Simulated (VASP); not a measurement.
# ScGaTeSe2 (P3m1) in VASP: further runs

ScGaTeSe2 is run at these levels: PBE; tasks: relaxation of cell and atoms, single point.

Everything below comes from runs of VASP 6.6.1. Logs are shortened: lines on timing, memory, paths and dates and some standing lists are left out, and cuts for length are marked.

**1. The cell of the first run**

It takes space group P3m1 (No. 156, trigonal). The conventional cell has a = 4.421 Å, b = 4.421 Å, c = 7.576 Å, α = 90.00°, β = 90.00°, γ = 120.00°. Sc (site symmetry 3m) has 4 Se at 2.58 to 2.72 Å and 3 Ga at 3.20 Å within 3.4 Å. Within 3.6 Å of Ga (site symmetry 3m) lie 4 Se at 2.63 to 2.86 Å and 3 Sc at 3.20 Å and 3 Te at 3.58 Å. Te (site symmetry 3m) has 6 Se at 3.16 to 3.38 Å and 3 Ga at 3.58 Å and 3 Sc at 4.05 Å within 4.2 Å. Se (site symmetry 3m) has 3 Sc at 2.72 Å and 1 Ga at 2.86 Å and 3 Te at 3.38 Å within 3.6 Å. Se (site symmetry 3m) has 1 Sc at 2.58 Å and 3 Ga at 2.63 Å and 3 Te at 3.16 Å within 3.4 Å.

The cell was generated, and may not be a known phase.

**2. Relaxation of cell and atoms, PBE**

The input, INCAR:

```
SYSTEM = ScGaTeSe2
PREC = Accurate
ENCUT = 600
EDIFF = 1E-6
ISMEAR = 0
SIGMA = 0.1
LREAL = .FALSE.
LASPH = .TRUE.
NELM = 100
ALGO = Normal
ISIF = 3
LWAVE = .FALSE.
LCHARG = .FALSE.
GGA = PE
IBRION = 2
NSW = 90
EDIFFG = -0.04
```

The input, KPOINTS:

```
Automatic mesh
0
G
  6 6 2
  0 0 0
```

The input, POSCAR:

```
ScGaTeSe2
1.0
    4.4209876400      0.0000000000      0.0000000000
   -2.2104938200      3.8286876100      0.0000000000
    0.0000000000      0.0000000000      7.5760246900
Sc Ga Te Se
1 1 1 2
Direct
    0.6666666700      0.3333333300      0.6116340200
    0.3333333300      0.6666666700      0.3566470100
    0.0000000000      0.0000000000      0.0261640000
    0.3333333300      0.6666666700      0.7338119700
    0.6666666700      0.3333333300      0.2717430000
```

Potentials or basis: VASP PAW PBE potentials, release 64 (Sc_sv, Ga_d, Te, Se).

Started as:

```console
$ cat potpaw_PBE.64/Sc_sv/POTCAR potpaw_PBE.64/Ga_d/POTCAR potpaw_PBE.64/Te/POTCAR potpaw_PBE.64/Se/POTCAR > POTCAR
$ mpirun -np 1 vasp_std > vasp.out
```

OUTCAR:

```text
SYSTEM = ScGaTeSe2
   PREC = Accurate
   ENCUT = 600
   EDIFF = 1E-6
   ISMEAR = 0
   LREAL = .FALSE.
   LASPH = .TRUE.
   NELM = 100
   ISIF = 3
   GGA = PE
   IBRION = 2
   NSW = 90
   EDIFFG = -0.04

 ion  position               nearest neighbor table
   1  0.667  0.333  0.612-   5 2.58   4 2.72   4 2.72   4 2.72
   2  0.333  0.667  0.357-   5 2.63   5 2.63   5 2.63
   3  0.000  0.000  0.026-   5 3.16   5 3.16   5 3.16
   4  0.333  0.667  0.734-   1 2.72   1 2.72   1 2.72
   5  0.667  0.333  0.272-   1 2.58   2 2.63   2 2.63   2 2.63   3 3.16   3 3.16   3 3.16

  LATTYP: Found a hexagonal cell.
 ALAT       =     4.4209876400
 C/A-ratio  =     1.7136498237

  Lattice vectors:

 A1 = (   4.4209876400,   0.0000000000,   0.0000000000)
 A2 = (  -2.2104938200,   3.8286876100,   0.0000000000)
 A3 = (   0.0000000000,   0.0000000000,   7.5760246900)

Analysis of symmetry for initial positions (statically):
=====================================================================
 Subroutine PRICEL returns:
 Original cell was already a primitive cell.

 Routine SETGRP: Setting up the symmetry group for a
 hexagonal supercell.

 Subroutine GETGRP returns: Found  6 space group operations
 (whereof  6 operations were pure point group operations)
 out of a pool of 24 trial point group operations.

The static configuration has the point symmetry C_3v.

Analysis of symmetry for dynamics (positions and initial velocities):
=====================================================================
 Subroutine PRICEL returns:
 Original cell was already a primitive cell.

 Routine SETGRP: Setting up the symmetry group for a
 hexagonal supercell.

 Subroutine GETGRP returns: Found  6 space group operations
 (whereof  6 operations were pure point group operations)
 out of a pool of 24 trial point group operations.

The dynamic configuration has the point symmetry C_3v.

 Subroutine INISYM returns: Found  6 space group operations
 (whereof  6 operations are pure point group operations),
 and found     1 'primitive' translations

----------------------------------------------------------------------------------------

                                     Primitive cell

  volume of cell :     128.2362

  direct lattice vectors                    reciprocal lattice vectors
     4.420987640  0.000000000  0.000000000     0.226193801  0.130593052  0.000000000
    -2.210493820  3.828687610  0.000000000     0.000000000  0.261186104  0.000000000
     0.000000000  0.000000000  7.576024690     0.000000000  0.000000000  0.131995346

  length of vectors
     4.420987640  4.420987643  7.576024690     0.261186104  0.261186104  0.131995346

  position of ions in fractional coordinates (direct lattice)
     0.666666670  0.333333330  0.611634020
     0.333333330  0.666666670  0.356647010
     0.000000000  0.000000000  0.026164000
     0.333333330  0.666666670  0.733811970
     0.666666670  0.333333330  0.271743000

  ion indices of the primitive-cell ions
   primitive index   ion index
                 1           1
                 2           2
                 3           3
                 4           4
                 5           5

----------------------------------------------------------------------------------------

 KPOINTS: Automatic mesh

Automatic generation of k-mesh.
 Grid dimensions read from file:
 generate k-points for:    6    6    2

 Generating k-lattice:

  Cartesian coordinates                     Fractional coordinates (reciprocal lattice)
     0.037698967  0.021765509  0.000000000     0.166666667  0.000000000  0.000000000
     0.000000000  0.043531017  0.000000000     0.000000000  0.166666667  0.000000000
     0.000000000  0.000000000  0.065997673     0.000000000  0.000000000  0.500000000

  Length of vectors
     0.043531017  0.043531017  0.065997673

  Shift w.r.t. Gamma in fractional coordinates (k-lattice)
     0.000000000  0.000000000  0.000000000

 Subroutine IBZKPT returns following result:
 ===========================================

 Found     14 irreducible k-points:

 Following reciprocal coordinates:
            Coordinates               Weight
  0.000000  0.000000  0.000000      1.000000
  0.166667  0.000000  0.000000      6.000000
  0.333333  0.000000  0.000000      6.000000
  0.500000  0.000000  0.000000      3.000000
  0.166667  0.166667  0.000000      6.000000
  0.333333  0.166667  0.000000     12.000000
  0.333333  0.333333  0.000000      2.000000
  0.000000  0.000000  0.500000      1.000000
  0.166667  0.000000  0.500000      6.000000
  0.333333  0.000000  0.500000      6.000000
  0.500000  0.000000  0.500000      3.000000
  0.166667  0.166667  0.500000      6.000000
  0.333333  0.166667  0.500000     12.000000
  0.333333  0.333333  0.500000      2.000000
   k-points           NKPTS =     14   k-points in BZ     NKDIM =     14   number of bands    NBANDS=     25
   number of dos      NEDOS =    301   number of ions     NIONS =      5
   total plane-waves  NPLWV =  82944
   dimension x,y,z NGX =    36 NGY =   36 NGZ =   64
   dimension x,y,z NGXF=    72 NGYF=   72 NGZF=  128
   ions per type =               1   1   1   2
   NGX,Y,Z   is equivalent  to a cutoff of  13.54, 13.54, 14.04 a.u.
   NGXF,Y,Z  is equivalent  to a cutoff of  27.07, 27.07, 28.09 a.u.
 SYSTEM =  ScGaTeSe2
   PREC   = accura    normal or accurate (medium, high low for compatibility)
   ISTART =      0    job   : 0-new  1-cont  2-samecut
   ICHARG =      2    charge: 1-file 2-atom 10-const
   ISPIN  =      1    spin polarized calculation?
   LNONCOLLINEAR =      F non collinear calculations
   LSORBIT =      F    spin-orbit coupling
   LASPH  =      T    aspherical Exc in radial PAW
   ENCUT  =  600.0 eV  44.10 Ry    6.64 a.u.   8.83  8.83 15.13*2*pi/ulx,y,z
   NELM   =    100;   NELMIN=  2; NELMDL= -5     # of ELM steps
   EDIFF  = 0.1E-05   stopping-criterion for ELM
   LREAL  =      F    real-space projection
   EDIFFG = -.4E-01   stopping-criterion for IOM
   NSW    =     90    number of steps for IOM
   IBRION =      2    ionic relax: 0-MD 1-quasi-New 2-CG
   NFREE  =      1    steps in history (QN), initial steepest desc. (CG)
   ISIF   =      3    stress and relaxation
   ISYM   =      2    0-nonsym 1-usesym 2-fastsym
   POTIM  = 0.5000    time-step for ionic-motion
   TEBEG  =    0.0;   TEEND  =   0.0 temperature during run
   PSTRESS=    0.0 pullay stress
   NELECT =      42.0000    total number of electrons
   NUPDOWN=      -1.0000    fix difference up-down
   EMIN   =  10.00;   EMAX   =-10.00  energy-range for DOS
   EFERMI =   0.00;   METHOD = LEGACY
   ISMEAR =     0;   SIGMA  =   0.10  broadening in eV -4-tet -1-fermi 0-gaus
   EFERMI_NEDOS =   21; number of points for ismear=-14 and -15
   IALGO  =     38    algorithm
   IMIX   =      4    mixing-type and parameters
     AMIX     =   0.40;   BMIX     =  1.00
     AMIX_MAG =   1.60;   BMIX_MAG =  1.00
  volume/ion in A,a.u.               =      25.65       173.08
  Fermi-wavevector in a.u.,A,eV,Ry     =   1.128464  2.132488 17.326082  1.273431
  Thomas-Fermi vector in A             =   2.265154
   LORBIT       =      0    0 simple, 1 ext, 2 COOP (PROOUT), +10 PAW based schemes
   GGA     = PE    functional components
   LHFCALC =     F    Hartree Fock is set to
   AEXX    =    0.0000 exact exchange contribution
   IVDW    =     0    specifies the selected vdW correction
   LEPSILON=     F    determine dielectric tensor
   LRPA    =     F    only Hartree local field effects (RPA)
 conjugate gradient relaxation of ions
 non-spin polarized calculation
 Gauss-broadening in eV      SIGMA  =   0.10
  energy-cutoff  :      600.00
  volume of cell :      128.24
 maximum number of plane-waves:      4321
 NGX is ok and might be reduce to    36
   NGX = 17   NGY = 17   NGZ = 31

--------------------------------------- Ionic step        1  -------------------------------------------

 number of electron      42.0000001 magnetization

 Free energy of the ion-electron system (eV)
  ---------------------------------------------------
  ext. energy  EPLUGINS =         0.00000000
  ---------------------------------------------------
  free energy    TOTEN  =       -21.06108859 eV

  energy without entropy =      -21.04968764  energy(sigma->0) =      -21.05538812

------------------------ aborting loop because EDIFF is reached ----------------------------------------

  FORCE on cell =-STRESS in cart. coord.  units (eV):
  Direction    XX          YY          ZZ          XY          YZ          ZX
  --------------------------------------------------------------------------------------
  -------------------------------------------------------------------------------------
  Total        1.5716312      1.5716312      1.2609762     -0.0000000      0.0000000     -0.0000000
  in kB       19.6358905     19.6358905     15.7545811     -0.0000000      0.0000000     -0.0000000
  external PRESSURE =      18.3421207 kB  Pullay stress =       0.0000000 kB
[... 98 lines left out ...]
  FREE ENERGIE OF THE ION-ELECTRON SYSTEM (eV)
  ---------------------------------------------------
  free  energy   TOTEN  =       -21.2511862695 eV

  energy  without entropy=      -21.2442477111  energy(sigma->0) =      -21.24771699

 E-fermi :   4.2157     XC(G=0):  -9.5308

 val. band max:        4.0555767595   @ k =   0.1667   0.0000   0.5000
 cond. band min:       4.2567135066   @ k =   0.5000   0.0000   0.5000
 fundamental gap:      0.2011367472
 Fermi energy:         4.2157334025

 k-point     1 :       0.0000    0.0000    0.0000
  band No.  band energies     occupation
      1     -45.4388      2.00000
      2     -24.0855      2.00000
      3     -24.0382      2.00000
      4     -24.0382      2.00000
      5     -11.1760      2.00000
      6     -11.1562      2.00000
[... 381 lines left out ...]
     24       6.3383      0.00000
     25       6.8964      0.00000

[... ionic steps 4 to 67 ...]

--------------------------------------- Ionic step       68  -------------------------------------------

 number of electron      41.9999985 magnetization

------------------------ aborting loop because EDIFF is reached ----------------------------------------

  FORCE on cell =-STRESS in cart. coord.  units (eV):
  Direction    XX          YY          ZZ          XY          YZ          ZX
  --------------------------------------------------------------------------------------
  -------------------------------------------------------------------------------------
  Total       -0.1216093     -0.1216093     -0.1558212      0.0000000     -0.0000000      0.0000000
  in kB       -1.4318151     -1.4318151     -1.8346232      0.0000000     -0.0000000      0.0000000
  external PRESSURE =      -1.5660845 kB  Pullay stress =       0.0000000 kB
[... 63 lines left out ...]
  energy  without entropy=      -23.6989207967  energy(sigma->0) =      -23.70120198

--------------------------------------- Ionic step       70  -------------------------------------------

 number of electron      41.9999986 magnetization

 Free energy of the ion-electron system (eV)
  ---------------------------------------------------
  ext. energy  EPLUGINS =         0.00000000
  ---------------------------------------------------
  free energy    TOTEN  =       -23.70372243 eV

  energy without entropy =      -23.69931014  energy(sigma->0) =      -23.70151628

 E-fermi :   3.5161     XC(G=0):  -9.0807

 val. band max:        3.4024998400   @ k =   0.5000   0.0000   0.0000
 cond. band min:       3.5242828746   @ k =   0.5000   0.0000   0.5000
 fundamental gap:      0.1217830346
 Fermi energy:         3.5160545468

 k-point     1 :       0.0000    0.0000    0.0000
  band No.  band energies     occupation
      1     -46.1580      2.00000
      2     -24.8052      2.00000
      3     -24.7571      2.00000
      4     -24.7571      2.00000
      5     -11.7522      2.00000
      6     -11.7466      2.00000
[... 413 lines left out ...]
  FREE ENERGIE OF THE ION-ELECTRON SYSTEM (eV)
  ---------------------------------------------------
  free  energy   TOTEN  =       -23.7037224292 eV

  energy  without entropy=      -23.6993101370  energy(sigma->0) =      -23.70151628

 reached required accuracy - stopping structural energy minimisation
```

Run time: 51 min. Hardware: 1 thread of Intel Xeon 8259CL, shared host; peak memory 0.36 GiB.

Results:

```
Free energy                           : -23.7037 eV
Relaxed volume                        : 27.19 Å³/atom
Relaxed cell                          : a = 3.903 Å, b = 3.903 Å, c = 10.308 Å, α = 90.00°, β = 90.00°, γ = 120.00°
Space group after relaxing (to 0.1 Å) : P3m1 (No. 156)
Energy gained by relaxing             : 528.5 meV/atom
Ionic steps                           : 70
Pressure after relaxing               : 0.0 GPa
Largest force after relaxing          : 0.022 eV/Å
Band gap on the k mesh                : zero (bands 21 and 22 overlap by 0.43 eV)
```

Forces in eV/Å, atoms in the order of the input:
```
Sc   0.000  0.000  0.015
Ga   0.000  0.000 -0.022
Te   0.000  0.000  0.003
Se   0.000  0.000  0.014
Se   0.000  0.000 -0.009
```

Stress tensor (GPa, compression positive):
```
 0.06  0.00  0.00
 0.00  0.06  0.00
 0.00  0.00 -0.06
```

Step by step:
| step | energy change (eV) | largest force (eV/Å) | pressure (GPa) | volume (Å³) |
| --- | --- | --- | --- | --- |
| 1 | 0.0000 | 1.2077 | 1.83 | 128.24 |
| 3 | -0.1901 | 0.8617 | -1.64 | 137.91 |
| 5 | -0.3130 | 0.5712 | 0.67 | 132.12 |
| 7 | -0.5741 | 1.3126 | 0.00 | 135.38 |
| 9 | -0.6168 | 1.7040 | -0.27 | 136.55 |
| 11 | -0.6439 | 2.0898 | -0.51 | 137.58 |
| 13 | -0.7605 | 2.0214 | -1.21 | 138.85 |
| 15 | -0.9411 | 1.7913 | -2.30 | 139.74 |
| 17 | -1.4726 | 0.4771 | -2.01 | 132.67 |
| 19 | -1.5593 | 0.5355 | -0.76 | 129.29 |
| 21 | -1.6635 | 0.4720 | 2.73 | 122.27 |
| 23 | -1.8074 | 0.5825 | 1.32 | 125.75 |
| 25 | -1.8435 | 0.6248 | 0.05 | 128.68 |
| 27 | -1.8867 | 0.3898 | -1.07 | 131.23 |
| 29 | -1.9269 | 1.1157 | 1.05 | 127.55 |
| 31 | -2.0240 | 0.5130 | 0.25 | 128.60 |
| 33 | -2.1284 | 1.2030 | 1.77 | 125.13 |
| 35 | -2.2100 | 1.3280 | 0.75 | 126.27 |
| 37 | -2.2259 | 1.3512 | 0.40 | 126.63 |
| 39 | -2.3740 | 0.6948 | -0.22 | 127.83 |
| 41 | -2.4373 | 0.4605 | -0.49 | 129.32 |
| 43 | -2.4853 | 0.4915 | 0.91 | 126.34 |
| 45 | -2.4919 | 0.6008 | 1.69 | 124.90 |
| 47 | -2.5260 | 0.5641 | 1.35 | 125.38 |
| 49 | -2.5255 | 0.3968 | 0.52 | 127.44 |
| 51 | -2.5738 | 0.3227 | 0.40 | 127.25 |
| 53 | -2.5843 | 0.2512 | -0.57 | 129.30 |
| 55 | -2.5974 | 0.2289 | 0.11 | 128.17 |
| 57 | -2.6016 | 0.2183 | 0.15 | 128.29 |
| 59 | -2.6217 | 0.2347 | 0.16 | 130.43 |
| 61 | -2.6352 | 0.1148 | -0.21 | 133.55 |
| 63 | -2.6370 | 0.1432 | 0.21 | 133.28 |
| 65 | -2.6406 | 0.1051 | 0.07 | 134.83 |
| 67 | -2.6418 | 0.0531 | -0.03 | 135.30 |
| 69 | -2.6424 | 0.0501 | 0.17 | 135.88 |
| 70 | -2.6426 | 0.0223 | 0.02 | 135.97 |

Final structure:
```
Sc Ga Te Se
1.0
     3.90265    0.00000    0.00000
    -1.95132    3.37979    0.00000
     0.00000    0.00000   10.30827
Sc Ga Te Se
1 1 1 2
Direct
  0.66667 0.33333 0.80329
  0.33333 0.66667 0.20241
  0.00000 0.00000 0.00163
  0.33333 0.66667 0.67540
  0.66667 0.33333 0.31727
```

Levels at points of the mesh, in eV from the Fermi level:
```
           k point  band 19  band 20  band 21  band 22  band 23  band 24
(0.00, 0.00, 0.00)    -0.82     0.32     0.32     0.58     1.73     1.73
(0.50, 0.00, 0.00)    -1.82    -1.77    -0.86    -0.11     1.29     2.58
(0.00, 0.00, 0.50)    -1.47     0.32     0.32     0.94     1.73     1.73
(0.50, 0.00, 0.50)    -1.75    -1.48    -0.89     0.01     1.37     2.58
```

Caveat: the k points lie up to 0.31 Å⁻¹ apart in the final cell; semilocal functionals underestimate gaps, and a narrow one can read as zero; a cell axis changed by over 15 % at a fixed basis, so the end point is rough; spin-orbit coupling is left out, which moves the levels of the heavy elements; this functional lacks dispersion, which binds layers or chains, so the pressure and a relaxed spacing across them are unreliable.

[end of part 1 of 2]

The gap in the log of VASP goes by the Fermi energy; the results here count the filled bands.